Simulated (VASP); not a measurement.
**ZrAl3B3N: single point with PBE**

The system is ZrAl3B3N.

```xyz
8
Lattice="3.2110 0.0000 0.0000 0.0000 3.2110 0.0000 0.0000 0.0000 9.3621" Properties=species:S:1:pos:R:3 pbc="T T T"
Zr    0.0000    0.0000    4.6810
Al    0.0000    0.0000    7.2893
Al    1.6055    1.6055    0.0000
Al    0.0000    0.0000    2.0728
B     1.6055    1.6055    6.1859
B     0.0000    0.0000    0.0000
B     1.6055    1.6055    3.1761
N     1.6055    1.6055    4.6810
```

The cell was built from a structure type or drawn by symmetry, and may not be a known phase.

```json
{
  "Program": "VASP 6.6.1",
  "Task": "single point",
  "Functional": "PBE",
  "Potentials or basis": "VASP PAW PBE potentials, release 64 (Zr_sv, Al, B, N)",
  "Cutoff": "520 eV",
  "k mesh": "4 × 4 × 2",
  "Occupations": "gaussian, width 0.15 eV",
  "Spin": "no spin polarisation"
}
```

```
Pressure               : 0.2 GPa
Largest force          : 0.044 eV/Å
Band gap on the k mesh : zero (an odd number of electrons rules out a gap without spin polarisation)
```

Forces on the atoms (eV/Å):
```
Zr   0.000  0.000  0.000
Al   0.000  0.000  0.031
Al   0.000  0.000  0.000
Al   0.000  0.000 -0.031
B    0.000  0.000  0.044
B    0.000  0.000  0.000
B    0.000  0.000 -0.044
N    0.000  0.000  0.000
```

Stress tensor (GPa, compression positive):
```
0.14 0.00 0.00
0.00 0.14 0.00
0.00 0.00 0.41
```

Levels at points of the mesh, in eV from the Fermi level:
```tsv
k point	band 13	band 14	band 15	band 16	band 17	band 18	band 19	band 20	band 21	band 22
(0.00, 0.00, 0.00)	-2.42	-1.21	-1.21	-0.65	-0.56	-0.56	2.36	2.39	2.39	2.62
(0.50, 0.00, 0.00)	-5.07	-4.94	-3.07	-0.04	0.80	1.49	1.62	2.03	2.57	3.00
(0.50, 0.50, 0.00)	-5.06	-4.19	-3.47	-3.15	-2.62	-1.29	-1.29	-0.91	0.30	0.30
(0.00, 0.00, 0.50)	-2.42	-1.32	-1.32	-0.33	-0.33	0.49	2.02	2.02	2.13	2.36
(0.50, 0.00, 0.50)	-5.12	-4.21	-3.21	-0.24	0.78	1.47	1.51	1.65	2.94	2.98
(0.50, 0.50, 0.50)	-4.40	-3.90	-3.78	-3.76	-2.13	-2.13	-1.62	-0.47	-0.22	2.23
```

Run time: 57 s on 1 thread of Intel Xeon 8259CL (shared host), peak memory 0.2 GiB.

Caveat: the k points lie up to 0.49 Å⁻¹ apart, too coarse for converged energies and pressures of a metal.
